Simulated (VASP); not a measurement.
Runs of VASP 6.6.1 on Fe. The structure is that of space group P6_3/mmc (No. 194), or close to it. The cells are those of the table. This isn't the form of Fe at room conditions, which is bcc.

```csv
spin,cell,k mesh,cutoff (eV),smearing,gap on the mesh (eV),pressure (GPa)
"collinear, antiferromagnetic start","a = 2.525, b = 2.525, c = 3.989 Å, angles 90.0, 90.0, 120.0°, 2 atoms",16 × 16 × 9,600,fermi-dirac 0.05 eV,none,-13.3
off,"a = 2.462, b = 2.462, c = 3.893 Å, angles 90.0, 90.0, 120.0°, 2 atoms",24 × 24 × 13,520,fermi-dirac 0.1 eV,none,-0.7
off,"a = 2.556, b = 2.556, c = 4.042 Å, angles 90.0, 90.0, 120.0°, 2 atoms",24 × 24 × 13,520,fermi-dirac 0.1 eV,none,-25.2
off,"a = 2.428, b = 2.428, c = 3.840 Å, angles 90.0, 90.0, 120.0°, 2 atoms",24 × 24 × 13,520,fermi-dirac 0.1 eV,none,(b)
off,"a = 2.359, b = 2.359, c = 3.730 Å, angles 90.0, 90.0, 120.0°, 2 atoms",24 × 24 × 13,520,fermi-dirac 0.1 eV,none,(a)
```

Alike in all rows: task single point; level PBE; potentials or basis VASP PAW PBE potentials, release 64 (Fe).

Q: Fill in the values left out.

A: (a) 48.2; (b) 12.1.

Caveats: the cell stands under tension (at least some runs); the cell stands under pressure (at least some runs).

A gap of «none» marks levels without a gap at the run's occupations.
